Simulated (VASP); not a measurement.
# ScAl3 in VASP: notebook, part 2 of 3

VASP 6.6.1.

### Step 3. Single point, PBE

This run uses another cell than the first one, of 18.47 Å³/atom.

The input, INCAR:

```
SYSTEM = ScAl3
ALGO = Normal ; EDIFF = 1E-6
ENCUT = 520 ; GGA = PE
ISIF = 2 ; ISMEAR = -1
LASPH = .True. ; LCHARG = .True.
LELF = .True. ; LREAL = .False.
LVHAR = .True. ; LWAVE = .False.
NBANDS = 18 ; NELM = 60
PREC = Accurate ; SIGMA = 0.05
```

The input, KPOINTS:

```
k-points
0
Gamma
  5 5 6
  0 0 0
```

The input, POSCAR:

```
ScAl3
1.0
    4.2513188328      0.0000000000      0.0000000000
    0.0000000000      4.2513188328      0.0000000000
    0.0000000000      0.0000000000      4.0878065700
Sc Al
1 3
Direct
    0.0000000000      0.0000000000      0.0000000000
    0.5000000000      0.5000000000      0.0000000000
    0.0000000000      0.5000000000      0.5000000000
    0.5000000000      0.0000000000      0.5000000000
```

Potentials or basis: VASP PAW PBE potentials, release 64 (Sc_sv, Al).

Run with:

```sh
$ cat potpaw_PBE.64/Sc_sv/POTCAR potpaw_PBE.64/Al/POTCAR > POTCAR
$ mpirun -np 1 vasp_std > vasp.out
```

OUTCAR:

```text
SYSTEM = ScAl3
   EDIFF = 1E-6
   ENCUT = 520
   GGA = PE
   ISIF = 2
   ISMEAR = -1
   LASPH = .True.
   LREAL = .False.
   NELM = 60
   PREC = Accurate

 ion  position               nearest neighbor table
   1  0.000  0.000  0.000-   3 2.95   4 2.95   3 2.95   4 2.95   3 2.95   3 2.95   4 2.95   4 2.95
                             2 3.01   2 3.01   2 3.01   2 3.01
   2  0.500  0.500  0.000-   3 2.95   4 2.95   3 2.95   4 2.95   4 2.95   4 2.95   3 2.95   3 2.95
                             1 3.01   1 3.01   1 3.01   1 3.01
   3  0.000  0.500  0.500-   1 2.95   2 2.95   1 2.95   2 2.95   1 2.95   1 2.95   2 2.95   2 2.95
                             4 3.01   4 3.01   4 3.01   4 3.01
   4  0.500  0.000  0.500-   1 2.95   2 2.95   1 2.95   2 2.95   2 2.95   2 2.95   1 2.95   1 2.95
                             3 3.01   3 3.01   3 3.01   3 3.01

  LATTYP: Found a simple tetragonal cell.
 ALAT       =     4.2513188328
 C/A-ratio  =     0.9615384615

  Lattice vectors:

 A1 = (   4.2513188328,   0.0000000000,   0.0000000000)
 A2 = (   0.0000000000,   4.2513188328,   0.0000000000)
 A3 = (   0.0000000000,   0.0000000000,   4.0878065700)

Analysis of symmetry for initial positions (statically):
=====================================================================
 Subroutine PRICEL returns:
 Original cell was already a primitive cell.

 Routine SETGRP: Setting up the symmetry group for a
 simple tetragonal supercell.

 Subroutine GETGRP returns: Found 16 space group operations
 (whereof 16 operations were pure point group operations)
 out of a pool of 16 trial point group operations.

The static configuration has the point symmetry D_4h.

Analysis of symmetry for dynamics (positions and initial velocities):
=====================================================================
 Subroutine PRICEL returns:
 Original cell was already a primitive cell.

 Routine SETGRP: Setting up the symmetry group for a
 simple tetragonal supercell.

 Subroutine GETGRP returns: Found 16 space group operations
 (whereof 16 operations were pure point group operations)
 out of a pool of 16 trial point group operations.

The dynamic configuration has the point symmetry D_4h.

 Subroutine INISYM returns: Found 16 space group operations
 (whereof 16 operations are pure point group operations),
 and found     1 'primitive' translations

----------------------------------------------------------------------------------------

                                     Primitive cell

  volume of cell :      73.8818

  direct lattice vectors                    reciprocal lattice vectors
     4.251318833  0.000000000  0.000000000     0.235221125  0.000000000  0.000000000
     0.000000000  4.251318833  0.000000000     0.000000000  0.235221125  0.000000000
     0.000000000  0.000000000  4.087806570     0.000000000  0.000000000  0.244629970

  length of vectors
     4.251318833  4.251318833  4.087806570     0.235221125  0.235221125  0.244629970

  position of ions in fractional coordinates (direct lattice)
     0.000000000  0.000000000  0.000000000
     0.500000000  0.500000000  0.000000000
     0.000000000  0.500000000  0.500000000
     0.500000000  0.000000000  0.500000000

  ion indices of the primitive-cell ions
[... 28 lines left out ...]
 ===========================================

 Found     24 irreducible k-points:

 Following reciprocal coordinates:
            Coordinates               Weight
  0.000000  0.000000  0.000000      1.000000
  0.200000  0.000000  0.000000      4.000000
  0.400000  0.000000  0.000000      4.000000
  0.200000  0.200000  0.000000      4.000000
  0.400000  0.200000  0.000000      8.000000
  0.400000  0.400000  0.000000      4.000000
[... 16 lines left out ...]
  0.400000  0.200000  0.500000      8.000000
  0.400000  0.400000  0.500000      4.000000
   k-points           NKPTS =     24   k-points in BZ     NKDIM =     24   number of bands    NBANDS=     18
   number of dos      NEDOS =    301   number of ions     NIONS =      4
   total plane-waves  NPLWV =  30720
   dimension x,y,z NGX =    32 NGY =   32 NGZ =   30
   dimension x,y,z NGXF=    64 NGYF=   64 NGZF=   60
   ions per type =               1   3
   NGX,Y,Z   is equivalent  to a cutoff of  12.51, 12.51, 12.20 a.u.
   NGXF,Y,Z  is equivalent  to a cutoff of  25.03, 25.03, 24.40 a.u.
 SYSTEM =  ScAl3
   PREC   = accura    normal or accurate (medium, high low for compatibility)
   ISTART =      0    job   : 0-new  1-cont  2-samecut
   ICHARG =      2    charge: 1-file 2-atom 10-const
   ISPIN  =      1    spin polarized calculation?
   LNONCOLLINEAR =      F non collinear calculations
   LSORBIT =      F    spin-orbit coupling
   LASPH  =      T    aspherical Exc in radial PAW
   ENCUT  =  520.0 eV  38.22 Ry    6.18 a.u.   7.90  7.90  7.60*2*pi/ulx,y,z
   NELM   =     60;   NELMIN=  2; NELMDL= -5     # of ELM steps
   EDIFF  = 0.1E-05   stopping-criterion for ELM
   LREAL  =      F    real-space projection
   EDIFFG = 0.1E-04   stopping-criterion for IOM
   NSW    =      0    number of steps for IOM
   IBRION =     -1    ionic relax: 0-MD 1-quasi-New 2-CG
   NFREE  =      0    steps in history (QN), initial steepest desc. (CG)
   ISIF   =      2    stress and relaxation
   ISYM   =      2    0-nonsym 1-usesym 2-fastsym
   POTIM  = 0.5000    time-step for ionic-motion
   TEBEG  =    0.0;   TEEND  =   0.0 temperature during run
   PSTRESS=    0.0 pullay stress
   NELECT =      20.0000    total number of electrons
   NUPDOWN=      -1.0000    fix difference up-down
   EMIN   =  10.00;   EMAX   =-10.00  energy-range for DOS
   EFERMI =   0.00;   METHOD = LEGACY
   ISMEAR =    -1;   SIGMA  =   0.05  broadening in eV -4-tet -1-fermi 0-gaus
   EFERMI_NEDOS =   21; number of points for ismear=-14 and -15
   IALGO  =     38    algorithm
   IMIX   =      4    mixing-type and parameters
     AMIX     =   0.40;   BMIX     =  1.00
     AMIX_MAG =   1.60;   BMIX_MAG =  1.00
  volume/ion in A,a.u.               =      18.47       124.64
  Fermi-wavevector in a.u.,A,eV,Ry     =   1.059024  2.001264 15.259353  1.121531
  Thomas-Fermi vector in A             =   2.194354
   LORBIT       =      0    0 simple, 1 ext, 2 COOP (PROOUT), +10 PAW based schemes
   GGA     = PE    functional components
   LHFCALC =     F    Hartree Fock is set to
   AEXX    =    0.0000 exact exchange contribution
   IVDW    =     0    specifies the selected vdW correction
   LEPSILON=     F    determine dielectric tensor
   LRPA    =     F    only Hartree local field effects (RPA)
 non-spin polarized calculation
  energy-cutoff  :      520.00
  volume of cell :       73.88
 maximum number of plane-waves:      2019
 NGX is ok and might be reduce to    32
   NGX = 15   NGY = 15   NGZ = 15

 number of electron      20.0000002 magnetization

 Free energy of the ion-electron system (eV)
  ---------------------------------------------------
  ext. energy  EPLUGINS =         0.00000000
  ---------------------------------------------------
  free energy    TOTEN  =       -19.18432046 eV

  energy without entropy =      -19.16730671  energy(sigma->0) =      -19.17581358

 E-fermi :   6.6184     XC(G=0): -10.1175

 val. band max:        6.6097965509   @ k =   0.4000   0.4000   0.1667
 cond. band min:       6.6547584514   @ k =   0.2000   0.0000   0.5000
 fundamental gap:      0.0449619005
 Fermi energy:         6.6183851310

 k-point     1 :       0.0000    0.0000    0.0000
  band No.  band energies     occupation
      1     -42.7050      2.00000
      2     -21.3865      2.00000
      3     -21.3865      2.00000
      4     -21.3645      2.00000
      5      -3.0317      2.00000
      6       3.8318      2.00000
[... 481 lines left out ...]
      5       1.0168      2.00000
      6       1.6435      2.00000
[... 10 lines left out ...]
     17      10.2355      0.00000
     18      14.5974      0.00000

------------------------ aborting loop because EDIFF is reached ----------------------------------------

  FORCE on cell =-STRESS in cart. coord.  units (eV):
  Direction    XX          YY          ZZ          XY          YZ          ZX
  --------------------------------------------------------------------------------------
  -------------------------------------------------------------------------------------
  Total       -2.8404468     -2.8404468     -0.8120818      0.0000000      0.0000000      0.0000000
  in kB      -61.5969990    -61.5969990    -17.6105395      0.0000000      0.0000000      0.0000000
  external PRESSURE =     -46.9348458 kB  Pullay stress =       0.0000000 kB

 VOLUME and BASIS-vectors are now :
 -----------------------------------------------------------------------------
  energy-cutoff  :      520.00
  volume of cell :       73.88
      direct lattice vectors                 reciprocal lattice vectors
     4.251318833  0.000000000  0.000000000     0.235221125  0.000000000  0.000000000
     0.000000000  4.251318833  0.000000000     0.000000000  0.235221125  0.000000000
     0.000000000  0.000000000  4.087806570     0.000000000  0.000000000  0.244629970

 POSITION                                       TOTAL-FORCE (eV/Angst)
 -----------------------------------------------------------------------------------
      0.00000      0.00000      0.00000         0.000000      0.000000      0.000000
      2.12566      2.12566      0.00000         0.000000      0.000000      0.000000
      0.00000      2.12566      2.04390         0.000000      0.000000      0.000000
      2.12566      0.00000      2.04390         0.000000      0.000000      0.000000
 -----------------------------------------------------------------------------------
    total drift:                               -0.000000      0.000000      0.000000

  FREE ENERGIE OF THE ION-ELECTRON SYSTEM (eV)
  ---------------------------------------------------
  free  energy   TOTEN  =       -19.1843204574 eV

  energy  without entropy=      -19.1673067109  energy(sigma->0) =      -19.17581358
```

OSZICAR:

```text
N       E                     dE             d eps       ncg     rms          rms(c)
DAV:   1     0.106785547585E+03    0.10679E+03   -0.81511E+03   864   0.992E+02
DAV:   2    -0.154768361854E+02   -0.12226E+03   -0.11943E+03   872   0.283E+02
DAV:   3    -0.201950564449E+02   -0.47182E+01   -0.45301E+01  1364   0.554E+01
DAV:   4    -0.203023555736E+02   -0.10730E+00   -0.10702E+00  1312   0.830E+00
DAV:   5    -0.203051773853E+02   -0.28218E-02   -0.28216E-02  1300   0.122E+00    0.783E+00
DAV:   6    -0.192494557120E+02    0.10557E+01   -0.40146E+00  1312   0.203E+01    0.255E+00
DAV:   7    -0.192105578878E+02    0.38898E-01   -0.16947E-01  1348   0.327E+00    0.165E+00
DAV:   8    -0.191861074552E+02    0.24450E-01   -0.65977E-02  1412   0.229E+00    0.386E-01
DAV:   9    -0.191854437127E+02    0.66374E-03   -0.26864E-02  1288   0.176E+00    0.238E-01
DAV:  10    -0.191843406773E+02    0.11030E-02   -0.64786E-03  1370   0.798E-01    0.476E-02
DAV:  11    -0.191843902937E+02   -0.49616E-04   -0.80501E-04  1294   0.284E-01    0.577E-02
DAV:  12    -0.191843198664E+02    0.70427E-04   -0.35774E-04  1272   0.202E-01    0.610E-03
DAV:  13    -0.191843204574E+02   -0.59104E-06   -0.76114E-06  1244   0.194E-02
   1 F= -.19184320E+02 E0= -.19175814E+02  d E =-.170137E-01
```

Wall time 37 s (1 thread of Intel Xeon 8259CL, shared host); peak memory 0.19 GiB.

What came out:

| Quantity | Value |
| --- | --- |
| Free energy | -19.1843 eV |
| Pressure | -4.7 GPa |
| Band gap on the k mesh | zero (bands 10 and 11 overlap by 2.82 eV) |

Caveat: the cell stands under tension.

### Step 4. Single point, PBE

This run uses another cell than the first one, of 15.74 Å³/atom.

The input, INCAR:

```
SYSTEM = ScAl3
PREC = Accurate
ENCUT = 520
EDIFF = 1E-6
ISMEAR = -1
SIGMA = 0.05
LREAL = .False.
LASPH = .True.
NELM = 100
ALGO = Normal
ISIF = 2
LWAVE = .False.
LCHARG = .False.
GGA = PE
NBANDS = 18
```

The input, KPOINTS:

```
Automatic mesh
0
Gamma
  6 6 6
  0 0 0
```

Edit POSCAR of step 3 so:

```diff
@@ -2,4 +2,4 @@
 1.0
-    4.2513188328      0.0000000000      0.0000000000
-    0.0000000000      4.2513188328      0.0000000000
+    3.9242943072      0.0000000000      0.0000000000
+    0.0000000000      3.9242943072      0.0000000000
     0.0000000000      0.0000000000      4.0878065700
```

Potentials or basis: VASP PAW PBE potentials, release 64 (Sc_sv, Al).

Run with:

```sh
$ cat potpaw_PBE.64/Sc_sv/POTCAR potpaw_PBE.64/Al/POTCAR > POTCAR
$ mpirun -np 1 vasp_std > vasp.out
```

OUTCAR:

```text
SYSTEM = ScAl3
   PREC = Accurate
   ENCUT = 520
   EDIFF = 1E-6
   ISMEAR = -1
   LREAL = .False.
   LASPH = .True.
   NELM = 100
   ISIF = 2
   GGA = PE

 ion  position               nearest neighbor table
   1  0.000  0.000  0.000-   2 2.77   2 2.77   2 2.77   2 2.77   4 2.83   3 2.83   3 2.83   3 2.83
                             4 2.83   4 2.83   4 2.83   3 2.83
   2  0.500  0.500  0.000-   1 2.77   1 2.77   1 2.77   1 2.77   4 2.83   3 2.83   4 2.83   4 2.83
                             4 2.83   3 2.83   3 2.83   3 2.83
[... 709 lines left out ...]
  Direction    XX          YY          ZZ          XY          YZ          ZX
  --------------------------------------------------------------------------------------
  -------------------------------------------------------------------------------------
  Total        4.7799009      4.7799009      2.2969755      0.0000000     -0.0000000     -0.0000000
  in kB      121.6510884    121.6510884     58.4592797      0.0000000     -0.0000000     -0.0000000
  external PRESSURE =     100.5871522 kB  Pullay stress =       0.0000000 kB

 VOLUME and BASIS-vectors are now :
 -----------------------------------------------------------------------------
  energy-cutoff  :      520.00
  volume of cell :       62.95
      direct lattice vectors                 reciprocal lattice vectors
     3.924294307  0.000000000  0.000000000     0.254822886  0.000000000  0.000000000
     0.000000000  3.924294307  0.000000000     0.000000000  0.254822886  0.000000000
     0.000000000  0.000000000  4.087806570     0.000000000  0.000000000  0.244629970

 POSITION                                       TOTAL-FORCE (eV/Angst)
 -----------------------------------------------------------------------------------
      0.00000      0.00000      0.00000         0.000000      0.000000      0.000000
      1.96215      1.96215      0.00000         0.000000      0.000000      0.000000
      0.00000      1.96215      2.04390         0.000000      0.000000      0.000000
      1.96215      0.00000      2.04390         0.000000      0.000000      0.000000
 -----------------------------------------------------------------------------------
    total drift:                                0.000000     -0.000000      0.000000

  FREE ENERGIE OF THE ION-ELECTRON SYSTEM (eV)
  ---------------------------------------------------
  free  energy   TOTEN  =       -19.0807745940 eV

  energy  without entropy=      -19.0695928118  energy(sigma->0) =      -19.07518370
```

stdout:

```text
POSCAR found type information on POSCAR ScAl
 POSCAR found :  2 types and       4 ions
 scaLAPACK will be used
 LDA part: xc-table for (Slater+PW92), standard interpolation
 POSCAR, INCAR and KPOINTS ok, starting setup
 FFT: planning ... GRIDC
 FFT: planning ... GRID_SOFT
 FFT: planning ... GRID
 WAVECAR not read
 entering main loop
```

Wall time 67 s (1 thread of Intel Xeon 8259CL, shared host); peak memory 0.19 GiB.

What came out:

| Item | Value |
| --- | --- |
| Free energy | -19.0808 eV |
| Pressure | 10.1 GPa |
| Band gap on the k mesh | zero (bands 10 and 11 overlap by 4.25 eV) |

Levels at points of the mesh, in eV from the Fermi level:
```csv
k point,band 7,band 8,band 9,band 10,band 11,band 12,band 13,band 14
"(0.00, 0.00, 0.00)",-2.62,-2.34,-1.75,-1.75,1.15,1.20,1.20,1.35
"(0.50, 0.00, 0.00)",-2.22,-1.80,-1.76,0.70,0.82,1.21,1.60,1.63
"(0.50, 0.50, 0.00)",-5.72,-4.68,-0.88,-0.88,0.87,1.03,2.30,2.79
"(0.00, 0.00, 0.50)",-1.83,-1.83,-1.67,1.19,1.19,1.28,1.41,1.66
"(0.50, 0.00, 0.50)",-5.86,-4.66,-0.65,-0.53,1.26,1.53,2.01,2.64
"(0.50, 0.50, 0.50)",-5.02,-4.87,-3.28,-3.06,-3.06,1.04,2.65,2.87
```

Caveat: the stress differs along the axes, from 6 to 12 GPa.

[end of part 2 of 3]

The gap in the log of VASP goes by the Fermi energy; the results here count the filled bands.